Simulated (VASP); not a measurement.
# Se (P3_221) in VASP: further runs

The runs below take Se through single point, with PBE.

Program: VASP 6.6.1. These are calculated values, not measurements. Logs are shortened: lines on timing, memory, paths and dates and some standing lists are left out, and cuts for length are marked.

### Step 1. The cell of the first run

Symmetry: P3_221, No. 154, trigonal system. The conventional cell has a = 4.266 Å, b = 4.266 Å, c = 4.848 Å, α = 90.00°, β = 90.00°, γ = 120.00°. Within 3.0 Å of Se (site symmetry 2) lie 2 Se at 2.28 Å.

### Step 2. Single point, PBE (25.47 Å³/atom)

INCAR reads:

```
PREC = Accurate
ENCUT = 520
EDIFF = 1E-6
ISMEAR = -1
SIGMA = 0.05
LREAL = False
LASPH = True
NELM = 60
ALGO = Normal
ISIF = 2
LWAVE = False
LCHARG = False
GGA = PE
NBANDS = 16
```

KPOINTS reads:

```
Automatic mesh
0
Gamma
  7 7 6
```

POSCAR reads:

```
Se
1.0
    4.2662640331      0.0000000000      0.0000000000
   -2.1331320165      3.6946930319      0.0000000000
    0.0000000000      0.0000000000      4.8484124658
Se
3
Direct
    0.7830000000      0.7830000000      0.5000000000
    0.0000000000      0.2170000000      0.8333333333
    0.2170000000      0.0000000000      0.1666666667
```

Potentials or basis: VASP PAW PBE potentials, release 64 (Se).

Launch:

```bash
> cat potpaw_PBE.64/Se/POTCAR > POTCAR
> mpirun -np 1 vasp_std > vasp.out
```

OUTCAR:

```text
PREC = Accurate
   ENCUT = 520
   EDIFF = 1E-6
   ISMEAR = -1
   LREAL = False
   LASPH = True
   NELM = 60
   ISIF = 2
   GGA = PE

 ion  position               nearest neighbor table
   1  0.783  0.783  0.500-   2 2.28   3 2.28
   2  0.000  0.217  0.833-   1 2.28   3 2.28
   3  0.217  0.000  0.167-   1 2.28   2 2.28

  LATTYP: Found a hexagonal cell.
 ALAT       =     4.2662640331
 C/A-ratio  =     1.1364539157

  Lattice vectors:

 A1 = (   4.2662640331,   0.0000000000,   0.0000000000)
 A2 = (  -2.1331320165,   3.6946930319,   0.0000000000)
 A3 = (   0.0000000000,   0.0000000000,   4.8484124658)

Analysis of symmetry for initial positions (statically):
=====================================================================
 Subroutine PRICEL returns:
 Original cell was already a primitive cell.

 Routine SETGRP: Setting up the symmetry group for a
 hexagonal supercell.

 Subroutine GETGRP returns: Found  6 space group operations
 (whereof  2 operations were pure point group operations)
 out of a pool of 24 trial point group operations.

The static configuration has the point symmetry C_2 .
 The point group associated with its full space group is D_3 .

Analysis of symmetry for dynamics (positions and initial velocities):
=====================================================================
 Subroutine PRICEL returns:
 Original cell was already a primitive cell.

 Routine SETGRP: Setting up the symmetry group for a
 hexagonal supercell.

 Subroutine GETGRP returns: Found  6 space group operations
 (whereof  2 operations were pure point group operations)
 out of a pool of 24 trial point group operations.

The dynamic configuration has the point symmetry C_2 .
 The point group associated with its full space group is D_3 .

 Subroutine INISYM returns: Found  6 space group operations
 (whereof  2 operations are pure point group operations),
 and found     1 'primitive' translations

----------------------------------------------------------------------------------------

                                     Primitive cell

  volume of cell :      76.4233

  direct lattice vectors                    reciprocal lattice vectors
     4.266264033  0.000000000  0.000000000     0.234397119  0.135329240  0.000000000
    -2.133132016  3.694693032  0.000000000     0.000000000  0.270658480  0.000000000
     0.000000000  0.000000000  4.848412466     0.000000000  0.000000000  0.206253079

  length of vectors
     4.266264033  4.266264033  4.848412466     0.270658480  0.270658480  0.206253079

  position of ions in fractional coordinates (direct lattice)
     0.783000000  0.783000000  0.500000000
     0.000000000  0.217000000  0.833333333
     0.217000000  0.000000000  0.166666667

  ion indices of the primitive-cell ions
   primitive index   ion index
                 1           1
                 2           2
                 3           3

----------------------------------------------------------------------------------------

 KPOINTS: Automatic mesh

Automatic generation of k-mesh.
 Grid dimensions read from file:
 generate k-points for:    7    7    6

 Generating k-lattice:

  Cartesian coordinates                     Fractional coordinates (reciprocal lattice)
     0.033485303  0.019332749  0.000000000     0.142857143  0.000000000  0.000000000
     0.000000000  0.038665497  0.000000000     0.000000000  0.142857143  0.000000000
     0.000000000  0.000000000  0.034375513     0.000000000  0.000000000  0.166666667

  Length of vectors
     0.038665497  0.038665497  0.034375513

  Shift w.r.t. Gamma in fractional coordinates (k-lattice)
     0.000000000  0.000000000  0.000000000

 Subroutine IBZKPT returns following result:
 ===========================================

 Found     40 irreducible k-points:

 Following reciprocal coordinates:
            Coordinates               Weight
  0.000000  0.000000  0.000000      1.000000
  0.142857 -0.000000  0.000000      6.000000
  0.285714  0.000000  0.000000      6.000000
  0.428571 -0.000000  0.000000      6.000000
  0.142857  0.142857  0.000000      6.000000
  0.285714  0.142857  0.000000     12.000000
[... 16 lines left out ...]
  0.000000  0.142857  0.333333      6.000000
  0.285714  0.000000  0.333333      6.000000
 [... further k-points ...]
   k-points           NKPTS =     40   k-points in BZ     NKDIM =     40   number of bands    NBANDS=     16
   number of dos      NEDOS =    301   number of ions     NIONS =      3
   total plane-waves  NPLWV =  36864
   dimension x,y,z NGX =    32 NGY =   32 NGZ =   36
   dimension x,y,z NGXF=    64 NGYF=   64 NGZF=   72
   ions per type =               3
   NGX,Y,Z   is equivalent  to a cutoff of  12.47, 12.47, 12.34 a.u.
   NGXF,Y,Z  is equivalent  to a cutoff of  24.94, 24.94, 24.69 a.u.
 SYSTEM =  unknown system
   PREC   = accura    normal or accurate (medium, high low for compatibility)
   ISTART =      0    job   : 0-new  1-cont  2-samecut
   ICHARG =      2    charge: 1-file 2-atom 10-const
   ISPIN  =      1    spin polarized calculation?
   LNONCOLLINEAR =      F non collinear calculations
   LSORBIT =      F    spin-orbit coupling
   LASPH  =      T    aspherical Exc in radial PAW
   ENCUT  =  520.0 eV  38.22 Ry    6.18 a.u.   7.93  7.93  9.01*2*pi/ulx,y,z
   NELM   =     60;   NELMIN=  2; NELMDL= -5     # of ELM steps
   EDIFF  = 0.1E-05   stopping-criterion for ELM
   LREAL  =      F    real-space projection
   EDIFFG = 0.1E-04   stopping-criterion for IOM
   NSW    =      0    number of steps for IOM
   IBRION =     -1    ionic relax: 0-MD 1-quasi-New 2-CG
   NFREE  =      0    steps in history (QN), initial steepest desc. (CG)
   ISIF   =      2    stress and relaxation
   ISYM   =      2    0-nonsym 1-usesym 2-fastsym
   POTIM  = 0.5000    time-step for ionic-motion
   TEBEG  =    0.0;   TEEND  =   0.0 temperature during run
   PSTRESS=    0.0 pullay stress
   NELECT =      18.0000    total number of electrons
   NUPDOWN=      -1.0000    fix difference up-down
   EMIN   =  10.00;   EMAX   =-10.00  energy-range for DOS
   EFERMI =   0.00;   METHOD = LEGACY
   ISMEAR =    -1;   SIGMA  =   0.05  broadening in eV -4-tet -1-fermi 0-gaus
   EFERMI_NEDOS =   21; number of points for ismear=-14 and -15
   IALGO  =     38    algorithm
   IMIX   =      4    mixing-type and parameters
     AMIX     =   0.40;   BMIX     =  1.00
     AMIX_MAG =   1.60;   BMIX_MAG =  1.00
  volume/ion in A,a.u.               =      25.47       171.91
  Fermi-wavevector in a.u.,A,eV,Ry     =   1.011014  1.910539 13.907182  1.022149
  Thomas-Fermi vector in A             =   2.144038
   LORBIT       =      0    0 simple, 1 ext, 2 COOP (PROOUT), +10 PAW based schemes
   GGA     = PE    functional components
   LHFCALC =     F    Hartree Fock is set to
   AEXX    =    0.0000 exact exchange contribution
   IVDW    =     0    specifies the selected vdW correction
   LEPSILON=     F    determine dielectric tensor
   LRPA    =     F    only Hartree local field effects (RPA)
 non-spin polarized calculation
  energy-cutoff  :      520.00
  volume of cell :       76.42
 maximum number of plane-waves:      2069
   NGX = 15   NGY = 15   NGZ = 19

 number of electron      18.0000003 magnetization

 Free energy of the ion-electron system (eV)
  ---------------------------------------------------
  ext. energy  EPLUGINS =         0.00000000
  ---------------------------------------------------
  free energy    TOTEN  =       -10.12534017 eV

  energy without entropy =      -10.12533985  energy(sigma->0) =      -10.12534001

 E-fermi :   4.0557     XC(G=0):  -9.1034

 val. band max:        3.4497037178   @ k =   0.4286   0.1429   0.5000
 cond. band min:       4.6675608162   @ k =   0.2857   0.2857   0.5000
 fundamental gap:      1.2178570985
 Fermi energy:         4.0557248571

 k-point     1 :       0.0000    0.0000    0.0000
  band No.  band energies     occupation
      1     -13.2864      2.00000
      2      -8.6205      2.00000
      3      -8.6205      2.00000
      4      -0.7529      2.00000
      5      -0.7529      2.00000
      6      -0.6866      2.00000
[... 8 lines left out ...]
     15       9.6422      0.00000
     16      11.7256      0.00000

 k-point     2 :       0.1429   -0.0000    0.0000
  band No.  band energies     occupation
      1     -13.2067      2.00000
      2      -8.6894      2.00000
      3      -8.6043      2.00000
      4      -1.4887      2.00000
      5      -1.0335      2.00000
      6      -0.4148      2.00000
[... 8 lines left out ...]
     15      10.5390      0.00000
     16      11.6495      0.00000

 k-point     3 :       0.2857    0.0000    0.0000
  band No.  band energies     occupation
      1     -13.0106      2.00000
      2      -8.8805      2.00000
      3      -8.5672      2.00000
      4      -2.1213      2.00000
      5      -1.4428      2.00000
      6      -0.4600      2.00000
[... 8 lines left out ...]
     15      11.5562      0.00000
     16      12.4076      0.00000

 k-point     4 :       0.4286   -0.0000    0.0000
  band No.  band energies     occupation
      1     -12.8315      2.00000
      2      -9.0752      2.00000
      3      -8.5366      2.00000
      4      -2.3753      2.00000
      5      -1.6962      2.00000
      6      -0.3972      2.00000
[... 8 lines left out ...]
     15      12.6394      0.00000
     16      13.4568      0.00000
[... 324 lines left out ...]
 k-point    22 :       0.1429   -0.0000    0.3333
  band No.  band energies     occupation
      1     -12.6340      2.00000
      2     -11.0032      2.00000
      3      -6.4385      2.00000
      4      -2.0270      2.00000
      5      -1.0350      2.00000
      6      -0.2710      2.00000
[... 8 lines left out ...]
     15      10.8222      0.00000
     16      11.5708      0.00000

 k-point    23 :       0.0000    0.1429    0.3333
  band No.  band energies     occupation
      1     -12.6348      2.00000
      2     -11.0006      2.00000
      3      -6.4523      2.00000
      4      -2.0061      2.00000
      5      -0.9285      2.00000
      6      -0.2526      2.00000
[... 8 lines left out ...]
     15      11.0102      0.00000
     16      11.4392      0.00000

 k-point    24 :       0.2857    0.0000    0.3333
  band No.  band energies     occupation
      1     -12.4518      2.00000
      2     -10.8941      2.00000
      3      -6.8533      2.00000
      4      -2.4975      2.00000
      5      -1.6489      2.00000
      6      -0.5316      2.00000
[... 8 lines left out ...]
     15      10.9151      0.00000
     16      11.9396      0.00000

 [... further k-points ...]

------------------------ aborting loop because EDIFF is reached ----------------------------------------

  FORCE on cell =-STRESS in cart. coord.  units (eV):
  Direction    XX          YY          ZZ          XY          YZ          ZX
  --------------------------------------------------------------------------------------
  -------------------------------------------------------------------------------------
  Total        4.1435256      4.1435256      6.9948294      0.0000000      0.0000000      0.0000000
  in kB       86.8670277     86.8670277    146.6432442      0.0000000      0.0000000      0.0000000
  external PRESSURE =     106.7924332 kB  Pullay stress =       0.0000000 kB

 VOLUME and BASIS-vectors are now :
 -----------------------------------------------------------------------------
  energy-cutoff  :      520.00
  volume of cell :       76.42
      direct lattice vectors                 reciprocal lattice vectors
     4.266264033  0.000000000  0.000000000     0.234397119  0.135329240  0.000000000
    -2.133132016  3.694693032  0.000000000     0.000000000  0.270658480  0.000000000
     0.000000000  0.000000000  4.848412466     0.000000000  0.000000000  0.206253079

 POSITION                                       TOTAL-FORCE (eV/Angst)
 -----------------------------------------------------------------------------------
      1.67024      2.89294      2.42421        -1.014010     -1.756317      0.000000
     -0.46289      0.80175      4.04034        -1.014010      1.756317     -0.000000
      0.92578      0.00000      0.80807         2.028020      0.000000      0.000000
 -----------------------------------------------------------------------------------
    total drift:                               -0.000000     -0.000000      0.000000

  FREE ENERGIE OF THE ION-ELECTRON SYSTEM (eV)
  ---------------------------------------------------
  free  energy   TOTEN  =       -10.1253401740 eV

  energy  without entropy=      -10.1253398542  energy(sigma->0) =      -10.12534001
```

It took 54 s on 1 thread of Intel Xeon 8259CL, shared host; peak memory 0.2 GiB.

What came out:

| Quantity | Value |
| --- | --- |
| Free energy | -10.1253 eV |
| Pressure | 10.7 GPa |
| Largest force | 2.028 eV/Å |
| Band gap on the k mesh | 1.22 eV (least direct gap 1.44 eV) |

Forces in eV/Å, atoms in the order of the input:
```
Se  -1.014 -1.756  0.000
Se  -1.014  1.756  0.000
Se   2.028  0.000  0.000
```

Levels at points of the mesh, in eV from the valence-band top:
```csv
k point,band 7,band 8,band 9,band 10,band 11,band 12
"(0.00, 0.00, 0.00)",-2.48,-2.48,-0.52,2.12,2.12,2.43
"(0.00, 0.00, 0.50)",-1.82,-1.82,-1.41,1.23,1.36,1.36
```

Caveat: the cell stands under pressure; an odd mesh through Γ misses points on the zone boundary, where band edges can lie; forces of over 1 eV/Å act on the atoms, so gaps and moduli don't describe the material at rest.

### Step 3. Single point, PBE (26.02 Å³/atom)

This run uses another cell than the first one, of 26.02 Å³/atom.

INCAR reads:

```
SYSTEM = Se
PREC = Accurate
ENCUT = 520
EDIFF = 1E-7
ISMEAR = -1
SIGMA = 0.05
LREAL = .FALSE.
LASPH = .TRUE.
NELM = 80
ALGO = Normal
ISIF = 2
LWAVE = .FALSE.
LCHARG = .FALSE.
GGA = PE
NBANDS = 16
```

KPOINTS reads:

```
regular mesh
0
G
  7 7 6
  0 0 0
```

POSCAR reads:

```
Se
1.0
    4.2963091359      0.0000000000      0.0000000000
   -2.1481545680      3.7207128542      0.0000000000
    0.0000000000      0.0000000000      4.8825573405
Se
3
Direct
    0.7830000000      0.7830000000      0.5000000000
    0.0000000000      0.2170000000      0.8333333333
    0.2170000000      0.0000000000      0.1666666667
```

Potentials or basis: VASP PAW PBE potentials, release 64 (Se).

Launch:

```bash
> cat potpaw_PBE.64/Se/POTCAR > POTCAR
> mpirun -np 1 vasp_std > vasp.out
```

OUTCAR:

```text
SYSTEM = Se
   PREC = Accurate
   ENCUT = 520
   EDIFF = 1E-7
   ISMEAR = -1
   LREAL = .FALSE.
   LASPH = .TRUE.
   NELM = 80
   ISIF = 2
   GGA = PE

 ion  position               nearest neighbor table
   1  0.783  0.783  0.500-   3 2.29   2 2.29
   2  0.000  0.217  0.833-   1 2.29   3 2.29
   3  0.217  0.000  0.167-   1 2.29   2 2.29

  LATTYP: Found a hexagonal cell.
 ALAT       =     4.2963091359
 C/A-ratio  =     1.1364539157

  Lattice vectors:

 A1 = (   4.2963091359,   0.0000000000,   0.0000000000)
 A2 = (  -2.1481545680,   3.7207128542,   0.0000000000)
 A3 = (   0.0000000000,   0.0000000000,   4.8825573405)

Analysis of symmetry for initial positions (statically):
=====================================================================
 Subroutine PRICEL returns:
 Original cell was already a primitive cell.

 Routine SETGRP: Setting up the symmetry group for a
 hexagonal supercell.

 Subroutine GETGRP returns: Found  6 space group operations
 (whereof  2 operations were pure point group operations)
 out of a pool of 24 trial point group operations.

[... 166 lines left out ...]

 val. band max:        3.2119096122   @ k =   0.4286   0.1429   0.5000
 cond. band min:       4.4081462461   @ k =   0.2857   0.2857   0.5000
 fundamental gap:      1.1962366339
 Fermi energy:         3.8095286938

 k-point     1 :       0.0000    0.0000    0.0000
  band No.  band energies     occupation
      1     -13.3224      2.00000
      2      -8.7781      2.00000
      3      -8.7781      2.00000
      4      -0.9213      2.00000
      5      -0.9213      2.00000
      6      -0.8051      2.00000
[... 433 lines left out ...]
      3      -7.0694      2.00000
      4      -2.5951      2.00000
      5      -1.7553      2.00000
      6      -0.6712      2.00000
[... 8 lines left out ...]
     15      10.7041      0.00000
     16      11.6948      0.00000

 [... further k-points ...]

------------------------ aborting loop because EDIFF is reached ----------------------------------------

  FORCE on cell =-STRESS in cart. coord.  units (eV):
  Direction    XX          YY          ZZ          XY          YZ          ZX
  --------------------------------------------------------------------------------------
  -------------------------------------------------------------------------------------
  Total        3.5253151      3.5253151      5.8818136     -0.0000000      0.0000000     -0.0000000
  in kB       72.3668204     72.3668204    120.7404546     -0.0000000      0.0000000     -0.0000000
  external PRESSURE =      88.4913651 kB  Pullay stress =       0.0000000 kB

 VOLUME and BASIS-vectors are now :
 -----------------------------------------------------------------------------
  energy-cutoff  :      520.00
  volume of cell :       78.05
      direct lattice vectors                 reciprocal lattice vectors
     4.296309136  0.000000000  0.000000000     0.232757925  0.134382851  0.000000000
    -2.148154568  3.720712854  0.000000000     0.000000000  0.268765701  0.000000000
     0.000000000  0.000000000  4.882557341     0.000000000  0.000000000  0.204810703

 POSITION                                       TOTAL-FORCE (eV/Angst)
 -----------------------------------------------------------------------------------
      1.68201      2.91332      2.44128        -0.864052     -1.496582     -0.000000
     -0.46615      0.80739      4.06880        -0.864052      1.496582      0.000000
      0.93230      0.00000      0.81376         1.728104     -0.000000     -0.000000
 -----------------------------------------------------------------------------------
    total drift:                               -0.000000     -0.000000      0.000000

  FREE ENERGIE OF THE ION-ELECTRON SYSTEM (eV)
  ---------------------------------------------------
  free  energy   TOTEN  =       -10.2243019887 eV

  energy  without entropy=      -10.2243016126  energy(sigma->0) =      -10.22430180
```

It took 58 s on 1 thread of Intel Xeon 8259CL, shared host; peak memory 0.19 GiB.

Results:

```yaml
Free_energy: -10.2243 eV
Pressure: 8.8 GPa
Largest_force: 1.728 eV/Å
Band_gap_on_the_k_mesh: 1.20 eV (least direct gap 1.42 eV)
```

Forces in eV/Å, atoms in the order of the input:
```
Se  -0.864 -1.497  0.000
Se  -0.864  1.497  0.000
Se   1.728  0.000  0.000
```

Caveat: the cell stands under pressure; an odd mesh through Γ misses points on the zone boundary, where band edges can lie; forces of over 1 eV/Å act on the atoms, so gaps and moduli don't describe the material at rest.

[end of part 1 of 2]
